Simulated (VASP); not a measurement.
Write the native input for VASP 6.6.1 that does the following.

| Property | Result |
| --- | --- |
| Task | single point |
| Functional | PBE |
| Potentials or basis | VASP PAW PBE potentials, release 64 (La, Zr_sv, O) |
| Cutoff | 520 eV |
| k mesh | 12 × 12 × 6 |
| Occupations | gaussian, width 0.1 eV |
| Spin | no spin polarisation |
| Dipole correction | no |
| Further INCAR settings | ALGO = Normal; EDIFF = 1e-06; NBANDS = 41 |

The structure of La2Zr3O lies in POSCAR:

```
La2Zr3O
1.0
    5.4414459219      0.0000000000      0.0000000000
   -2.7207229610      4.7124304017      0.0000000000
    0.0000000000      0.0000000000      6.2568929275
La Zr O
2 3 1
Direct
    0.3333333333      0.6666666667      0.5000000000
    0.6666666667      0.3333333333      0.5000000000
    0.5000000000      0.0000000000      0.0000000000
    0.0000000000      0.5000000000      0.0000000000
    0.5000000000      0.5000000000      0.0000000000
    0.0000000000      0.0000000000      0.0000000000
```

The cell was generated, and may not be a known phase.

These files were run (other wordings do the same):

INCAR

```
SYSTEM = La2Zr3O
PREC = Accurate ; ENCUT = 520
EDIFF = 1E-6 ; ISMEAR = 0
SIGMA = 0.1 ; LREAL = .FALSE.
LASPH = .TRUE. ; NELM = 60
ALGO = Normal ; ISIF = 2
LWAVE = .FALSE. ; LCHARG = .FALSE.
GGA = PE ; NBANDS = 41
```

KPOINTS

```
Automatic mesh
0
G
  12 12 6
  0 0 0
```

Potentials or basis: VASP PAW PBE potentials, release 64 (La, Zr_sv, O).

Command:

```console
$ cat potpaw_PBE.64/La/POTCAR potpaw_PBE.64/Zr_sv/POTCAR potpaw_PBE.64/O/POTCAR > POTCAR
$ mpirun -np 1 vasp_std > vasp.out
```

It gave:

```
Pressure               : 0.0 GPa
Band gap on the k mesh : zero (bands 32 and 33 overlap by 0.68 eV)
```

Caveat: spin-orbit coupling is left out, which moves the levels of the heavy elements.

Run time: 5.8 min on 1 thread of AMD EPYC 9R45 96-Core Processor (Zen 5), on a shared host, peak memory 0.58 GiB.
